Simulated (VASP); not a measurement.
# ScSi23O48 (a cell with a defect) in VASP: notebook

Runs on ScSi23O48 (a cell with a defect). Level: PBE. Tasks: single point.

Everything below comes from runs of VASP 6.6.1. Logs are shortened: lines on timing, memory, paths and dates and some standing lists are left out, and cuts for length are marked.

## (1) The cell of the first run

The cell holds a defect, 72 atoms: a = 10.042 Å, b = 10.042 Å, c = 11.019 Å, α = 90.00°, β = 90.00°, γ = 120.00°.

## (2) Single point, PBE

Contents of INCAR:

```
PREC = Accurate
ENCUT = 520
EDIFF = 1E-6
ISMEAR = 0
SIGMA = 0.01
LREAL = Auto
LASPH = True
NELM = 120
ALGO = Normal
ISIF = 2
LWAVE = False
LCHARG = True
GGA = PE
LELF = True
LVHAR = True
NBANDS = 238
NELECT = 392.0
GGA_COMPAT = False
```

Contents of KPOINTS:

```
Automatic mesh
0
Gamma
  1 1 1
```

Contents of POSCAR:

```
ScSi23O48
1.0
   10.0416380576     -0.0000000014      0.0000000000
   -5.0208190300      8.6963136528      0.0000000000
    0.0000000000      0.0000000000     11.0185484200
Si O Sc
23 48 1
Direct
    0.0062572097      0.2417545619      0.1705342925
    0.2678843332      0.2684197131     -0.0001684433
    0.2315642400      0.0016089980      0.3240874817
    0.0017367455      0.2325648472      0.6757744843
    0.2417916154      0.0070889057      0.8291205194
   -0.0076296061      0.7265093092      0.1668243114
    0.2584223408      0.7644657337     -0.0028722661
    0.2357195258      0.5209478107      0.3306088179
   -0.0014539536      0.7414508005      0.6678289051
    0.2564829001      0.7737178367      0.4933183082
    0.2316678133      0.4978158330      0.8327561140
    0.4969528613      0.2317757317      0.1670486712
    0.7636298528      0.2586967256      0.0026779898
    0.7409937888     -0.0014263009      0.3319854653
    0.5209587247      0.2361870688      0.6689120848
    0.7738046754      0.2569597181      0.5063854806
    0.7263977160     -0.0069380672      0.8327741833
    0.4966124864      0.7458848522      0.1605680779
    0.7557987280      0.7563122873     -0.0001451803
    0.7347032196      0.4867033999      0.3381681229
    0.4866145262      0.7351625493      0.6614485578
    0.7513689628      0.7515392861      0.4998334062
    0.7454301199      0.4972253634      0.8391774837
    0.0789980424      0.3786888535      0.2707675205
    0.3048063237      0.4728257083      0.4405962350
    0.1343783998      0.2143548253      0.1026644971
    0.1985272666      0.1335837642      0.3659810991
    0.4258393075      0.2983115797      0.0658480403
    0.3664818504      0.0655186880      0.2186850400
    0.0652992612      0.3675365374      0.7811173336
    0.2978896862      0.4265866875      0.9341186624
    0.1340827075      0.1999091141      0.6342333699
    0.2143545990      0.1353799029      0.8966546217
    0.4725364980      0.3044736384      0.5585552554
    0.3790305352      0.0795491830      0.7291225379
    0.0743435729      0.8569795601      0.2696447239
    0.2904538931      0.9381764240      0.4386254063
    0.1203710027      0.6999922153      0.0971317043
    0.1980917008      0.6531247799      0.3797494775
    0.4225938146      0.8061916446      0.0578316266
    0.3599620043      0.5901019069      0.2188786985
    0.0815301202      0.8807098831      0.7655222029
    0.2858194826      0.9219835853      0.9345564526
    0.1232163868      0.7115281477      0.5976838615
    0.2081062099      0.6311790289      0.8950472021
    0.4122939410      0.7959981620      0.5590560056
    0.3573248711      0.5746581721      0.7233700468
    0.5740883424      0.3572697024      0.2764969620
    0.7958662315      0.4125784665      0.4404775870
    0.6300260245      0.2079254728      0.1045298675
    0.7114636483      0.1234262828      0.4022436832
    0.9211039961      0.2862876413      0.0654782383
    0.8798127953      0.0813163648      0.2338821424
    0.5898624117      0.3610491604      0.7802312355
    0.8051394758      0.4228238454      0.9420406715
    0.6534764419      0.1988253278      0.6201362860
    0.6996323274      0.1208905396      0.9024714839
    0.9383996395      0.2911326705      0.5609671273
    0.8571498015      0.0752546247      0.7301689567
    0.5824069314      0.8796786461      0.2624091072
    0.7868600822      0.9077369427      0.4298126396
    0.6192140471      0.7050558568      0.0992973552
    0.7031975034      0.6148790905      0.4009317157
    0.9117553391      0.7855040330      0.0677742425
    0.8637890932      0.5666388373      0.2305946615
    0.5666723682      0.8645838447      0.7687718418
    0.7851981398      0.9123078858      0.9318617611
    0.6147820193      0.7035527666      0.5987926915
    0.7044163145      0.6197084098      0.9004084371
    0.9075287519      0.7869001179      0.5698511671
    0.8798262514      0.5831806536      0.7378250254
    0.2795194503      0.2797563886      0.4998302204
```

Potentials or basis: VASP PAW PBE potentials, release 64 (Si, O, Sc_sv).

Launch:

```
cat potpaw_PBE.64/Si/POTCAR potpaw_PBE.64/O/POTCAR potpaw_PBE.64/Sc_sv/POTCAR > POTCAR
mpirun -np 1 vasp_gam > vasp.out
```

OUTCAR:

```text
PREC = Accurate
   ENCUT = 520
   EDIFF = 1E-6
   ISMEAR = 0
   LREAL = Auto
   LASPH = True
   NELM = 120
   ISIF = 2
   GGA = PE
   NELECT = 392.0

 ion  position               nearest neighbor table
   1  0.006  0.242  0.171-  24 1.62  26 1.63  53 1.63  52 1.63  14 3.12  13 3.13   2 3.13   8 3.13

   2  0.268  0.268  1.000-  33 1.63  26 1.63  28 1.63  31 1.63  11 3.11  12 3.11   5 3.13   1 3.13

   3  0.232  0.002  0.324-  27 1.59  36 1.63  37 1.65  29 1.65  12 3.05  10 3.06   6 3.13  72 3.23

   4  0.002  0.233  0.676-  32 1.59  59 1.63  58 1.65  30 1.65  11 3.04  16 3.06  17 3.13  72 3.23

   5  0.242  0.007  0.829-  35 1.62  33 1.63  42 1.63  43 1.63   9 3.12   7 3.13   2 3.13  15 3.13

   6  0.992  0.727  0.167-  36 1.61  38 1.63  65 1.63  64 1.64   7 3.12   3 3.13  20 3.13  19 3.14
[... 81 lines left out ...]
  70  0.908  0.787  0.570-  22 1.62   9 1.62
  71  0.880  0.583  0.738-   9 1.63  23 1.63
  72  0.280  0.280  0.500-  34 1.94  25 1.94  27 1.95  32 1.95   3 3.23   4 3.23  15 3.26   8 3.26

  LATTYP: Found a hexagonal cell.
 ALAT       =    10.0416380576
 C/A-ratio  =     1.0972859564

  Lattice vectors:

 A1 = (  10.0416380576,  -0.0000000014,   0.0000000000)
 A2 = (  -5.0208190300,   8.6963136528,   0.0000000000)
 A3 = (   0.0000000000,   0.0000000000,  11.0185484200)

Analysis of symmetry for initial positions (statically):
=====================================================================
 Subroutine PRICEL returns:
 Original cell was already a primitive cell.

 Routine SETGRP: Setting up the symmetry group for a
 hexagonal supercell.

 Subroutine GETGRP returns: Found  1 space group operations
 (whereof  1 operations were pure point group operations)
 out of a pool of 24 trial point group operations.

The static configuration has the point symmetry C_1 .

Analysis of symmetry for dynamics (positions and initial velocities):
=====================================================================
 Subroutine PRICEL returns:
 Original cell was already a primitive cell.

 Routine SETGRP: Setting up the symmetry group for a
 hexagonal supercell.

 Subroutine GETGRP returns: Found  1 space group operations
 (whereof  1 operations were pure point group operations)
 out of a pool of 24 trial point group operations.

The dynamic configuration has the point symmetry C_1 .

 Subroutine INISYM returns: Found  1 space group operations
 (whereof  1 operations are pure point group operations),
 and found     1 'primitive' translations

----------------------------------------------------------------------------------------

                                     Primitive cell

  volume of cell :     962.1973

  direct lattice vectors                    reciprocal lattice vectors
    10.041638058 -0.000000001  0.000000000     0.099585346  0.057495626  0.000000000
    -5.020819030  8.696313653  0.000000000     0.000000000  0.114991253  0.000000000
     0.000000000  0.000000000 11.018548420     0.000000000  0.000000000  0.090756056

  length of vectors
    10.041638058 10.041638058 11.018548420     0.114991253  0.114991253  0.090756056

  position of ions in fractional coordinates (direct lattice)
     0.006257210  0.241754562  0.170534293
     0.267884333  0.268419713  0.999831557
     0.231564240  0.001608998  0.324087482
     0.001736745  0.232564847  0.675774484
     0.241791615  0.007088906  0.829120519
     0.992370394  0.726509309  0.166824311
[... 64 lines left out ...]
     0.879826251  0.583180654  0.737825025
     0.279519450  0.279756389  0.499830220

  ion indices of the primitive-cell ions
   primitive index   ion index
                 1           1
                 2           2
                 3           3
                 4           4
                 5           5
                 6           6
[... 64 lines left out ...]
                71          71
                72          72

----------------------------------------------------------------------------------------

 KPOINTS: Automatic mesh

Automatic generation of k-mesh.
 Grid dimensions read from file:
 generate k-points for:    1    1    1

 Generating k-lattice:

  Cartesian coordinates                     Fractional coordinates (reciprocal lattice)
     0.099585346  0.057495626  0.000000000     1.000000000 -0.000000000  0.000000000
     0.000000000  0.114991253  0.000000000    -0.000000000  1.000000000  0.000000000
     0.000000000  0.000000000  0.090756056     0.000000000  0.000000000  1.000000000

  Length of vectors
     0.114991253  0.114991253  0.090756056

  Shift w.r.t. Gamma in fractional coordinates (k-lattice)
     0.000000000  0.000000000  0.000000000

 Subroutine IBZKPT returns following result:
 ===========================================

 Found      1 irreducible k-points:

 Following reciprocal coordinates:
            Coordinates               Weight
  0.000000  0.000000  0.000000      1.000000
   k-points           NKPTS =      1   k-points in BZ     NKDIM =      1   number of bands    NBANDS=    238
   number of dos      NEDOS =    301   number of ions     NIONS =     72
   total plane-waves  NPLWV = 537600
   dimension x,y,z NGX =    80 NGY =   80 NGZ =   84
   dimension x,y,z NGXF=   160 NGYF=  160 NGZF=  168
   ions per type =              23  48   1
   NGX,Y,Z   is equivalent  to a cutoff of  13.24, 13.24, 12.67 a.u.
   NGXF,Y,Z  is equivalent  to a cutoff of  26.49, 26.49, 25.35 a.u.
 SYSTEM =  unknown system
   PREC   = accura    normal or accurate (medium, high low for compatibility)
   ISTART =      0    job   : 0-new  1-cont  2-samecut
   ICHARG =      2    charge: 1-file 2-atom 10-const
   ISPIN  =      1    spin polarized calculation?
   LNONCOLLINEAR =      F non collinear calculations
   LSORBIT =      F    spin-orbit coupling
   LASPH  =      T    aspherical Exc in radial PAW
   ENCUT  =  520.0 eV  38.22 Ry    6.18 a.u.  18.67 18.67 20.49*2*pi/ulx,y,z
   NELM   =    120;   NELMIN=  2; NELMDL= -5     # of ELM steps
   EDIFF  = 0.1E-05   stopping-criterion for ELM
   LREAL  =      T    real-space projection
   EDIFFG = 0.1E-04   stopping-criterion for IOM
   NSW    =      0    number of steps for IOM
   IBRION =     -1    ionic relax: 0-MD 1-quasi-New 2-CG
   NFREE  =      0    steps in history (QN), initial steepest desc. (CG)
   ISIF   =      2    stress and relaxation
   ISYM   =      2    0-nonsym 1-usesym 2-fastsym
   POTIM  = 0.5000    time-step for ionic-motion
   TEBEG  =    0.0;   TEEND  =   0.0 temperature during run
   PSTRESS=    0.0 pullay stress
   NELECT =     392.0000    total number of electrons
   NUPDOWN=      -1.0000    fix difference up-down
   EMIN   =  10.00;   EMAX   =-10.00  energy-range for DOS
   EFERMI =   0.00;   METHOD = LEGACY
   ISMEAR =     0;   SIGMA  =   0.01  broadening in eV -4-tet -1-fermi 0-gaus
   EFERMI_NEDOS =   21; number of points for ismear=-14 and -15
   IALGO  =     38    algorithm
   IMIX   =      4    mixing-type and parameters
     AMIX     =   0.40;   BMIX     =  1.00
     AMIX_MAG =   1.60;   BMIX_MAG =  1.00
  volume/ion in A,a.u.               =      13.36        90.18
  Fermi-wavevector in a.u.,A,eV,Ry     =   1.213618  2.293406 20.039607  1.472870
  Thomas-Fermi vector in A             =   2.349065
   LORBIT       =      0    0 simple, 1 ext, 2 COOP (PROOUT), +10 PAW based schemes
   GGA     = PE    functional components
   LHFCALC =     F    Hartree Fock is set to
   AEXX    =    0.0000 exact exchange contribution
   IVDW    =     0    specifies the selected vdW correction
   LEPSILON=     F    determine dielectric tensor
   LRPA    =     F    only Hartree local field effects (RPA)
 non-spin polarized calculation
 Gauss-broadening in eV      SIGMA  =   0.01
  energy-cutoff  :      520.00
  volume of cell :      962.20
 maximum number of plane-waves:     12960
 NGX is ok and might be reduce to    80
   NGX = 37   NGY = 37   NGZ = 41

 number of electron     391.9999980 magnetization

 Free energy of the ion-electron system (eV)
  ---------------------------------------------------
  ext. energy  EPLUGINS =         0.00000000
  ---------------------------------------------------
  free energy    TOTEN  =      -566.89042468 eV

  energy without entropy =     -566.89042468  energy(sigma->0) =     -566.89042468

 E-fermi :   1.2850     XC(G=0):  -8.9629

 val. band max:        1.1727713128   @ k =   0.0000   0.0000   0.0000
 cond. band min:       6.2778293623   @ k =   0.0000   0.0000   0.0000
 fundamental gap:      5.1050580495
 Fermi energy:         1.2849980779

 k-point     1 :       0.0000    0.0000    0.0000
  band No.  band energies     occupation
      1     -44.8883      2.00000
      2     -23.7629      2.00000
      3     -23.7255      2.00000
      4     -23.7244      2.00000
      5     -18.6814      2.00000
      6     -18.2963      2.00000
[... 200 lines left out ...]
    207       8.6228      0.00000
    208       8.9620      0.00000
 [bands above 208 left out]

------------------------ aborting loop because EDIFF is reached ----------------------------------------

  FORCE on cell =-STRESS in cart. coord.  units (eV):
  Direction    XX          YY          ZZ          XY          YZ          ZX
  --------------------------------------------------------------------------------------
  -------------------------------------------------------------------------------------
  Total       14.5768455     11.0385694     13.4279503     -3.1122637      0.1670606     -0.2592122
  in kB       24.2722473     18.3805809     22.3591950     -5.1823033      0.2781765     -0.4316204
  external PRESSURE =      21.6706744 kB  Pullay stress =       0.0000000 kB

 VOLUME and BASIS-vectors are now :
 -----------------------------------------------------------------------------
  energy-cutoff  :      520.00
  volume of cell :      962.20
      direct lattice vectors                 reciprocal lattice vectors
    10.041638058 -0.000000001  0.000000000     0.099585346  0.057495626  0.000000000
    -5.020819030  8.696313653  0.000000000     0.000000000  0.114991253  0.000000000
     0.000000000  0.000000000 11.018548420     0.000000000  0.000000000  0.090756056

 POSITION                                       TOTAL-FORCE (eV/Angst)
 -----------------------------------------------------------------------------------
     -1.15097      2.10237      1.87904         0.015928     -0.019912     -0.013095
      1.34231      2.33426     11.01669         0.005625      0.012496     -0.001607
      2.31721      0.01399      3.57097         0.027536     -0.053030     -0.028072
     -1.15023      2.02246      7.44605        -0.054277     -0.009825      0.030576
      2.39239      0.06165      9.13570        -0.029579      0.004164      0.010149
      6.31735      6.31795      1.83816         0.006963     -0.023761     -0.012222
[... 64 lines left out ...]
      5.90685      5.07152      8.12976        -0.011319      0.008923      0.002109
      1.40223      2.43285      5.50740         0.003917      0.017195      0.002186
 -----------------------------------------------------------------------------------
    total drift:                                0.003289      0.008889     -0.003064

  FREE ENERGIE OF THE ION-ELECTRON SYSTEM (eV)
  ---------------------------------------------------
  free  energy   TOTEN  =      -566.8904246838 eV

  energy  without entropy=     -566.8904246838  energy(sigma->0) =     -566.89042468
```

It took 18 min on 1 thread of Intel Xeon 8259CL, shared host; peak memory 0.98 GiB.

Results:

```yaml
Free_energy: -566.8904 eV
Largest_force: 0.083 eV/Å
```

Forces on the atoms (eV/Å):
```
Si   0.016 -0.020 -0.013
Si   0.006  0.012 -0.002
Si   0.028 -0.053 -0.028
Si  -0.054 -0.010  0.031
Si  -0.030  0.004  0.010
Si   0.007 -0.024 -0.012
Si   0.008  0.007 -0.005
Si  -0.043 -0.008 -0.070
Si  -0.006 -0.009  0.003
Si   0.017  0.005  0.026
Si   0.000  0.020  0.013
Si   0.015  0.009 -0.017
Si   0.006  0.007 -0.001
Si  -0.002 -0.010 -0.003
Si   0.019 -0.040  0.071
Si  -0.002  0.015 -0.022
Si  -0.023 -0.006  0.009
Si   0.007  0.004 -0.007
Si   0.004  0.011 -0.002
Si  -0.019  0.002  0.000
Si   0.013 -0.016  0.006
Si   0.006  0.015  0.004
Si   0.000  0.007  0.003
O    0.015  0.018  0.006
O    0.010  0.044  0.031
O   -0.009  0.011  0.002
O   -0.040  0.014 -0.035
O    0.004 -0.014  0.012
O   -0.015 -0.013  0.016
O   -0.003 -0.018 -0.014
O   -0.014 -0.008 -0.010
O    0.037 -0.030  0.029
O    0.017 -0.002  0.001
O    0.036  0.028 -0.030
O    0.004  0.022 -0.005
O    0.023  0.007  0.010
O   -0.014  0.001 -0.013
O   -0.009  0.012  0.001
O   -0.002  0.002 -0.002
O    0.001 -0.010  0.008
O   -0.018 -0.006  0.009
O    0.013 -0.004 -0.006
O   -0.009 -0.006 -0.012
O    0.004  0.012 -0.013
O    0.011  0.001  0.005
O   -0.012 -0.010 -0.002
O   -0.012  0.006  0.003
O    0.008 -0.007 -0.003
O   -0.004 -0.014 -0.002
O   -0.004  0.012  0.000
O    0.006  0.009  0.010
O    0.001 -0.010  0.011
O   -0.010  0.011  0.008
O    0.004 -0.020 -0.010
O   -0.007 -0.004 -0.005
O   -0.002  0.002  0.003
O    0.015  0.000  0.003
O    0.003 -0.007  0.011
O   -0.006  0.023 -0.008
O    0.011 -0.002 -0.003
O   -0.011 -0.011 -0.004
O   -0.004  0.014 -0.002
O    0.015  0.005  0.004
O    0.003 -0.011  0.010
O   -0.007  0.011 -0.001
O    0.011 -0.002 -0.002
O   -0.012 -0.004 -0.006
O   -0.001  0.014 -0.008
O    0.014  0.002  0.002
O   -0.005 -0.014  0.004
O   -0.011  0.009  0.002
Sc   0.004  0.017  0.002
```

Caveat: the k points lie up to 0.72 Å⁻¹ apart; the cell carries a net charge on a neutralising background, which shifts energy and pressure; the cell is charged against a uniform background, so pressure and absolute levels hang on convention.

[end of part 1 of 3]
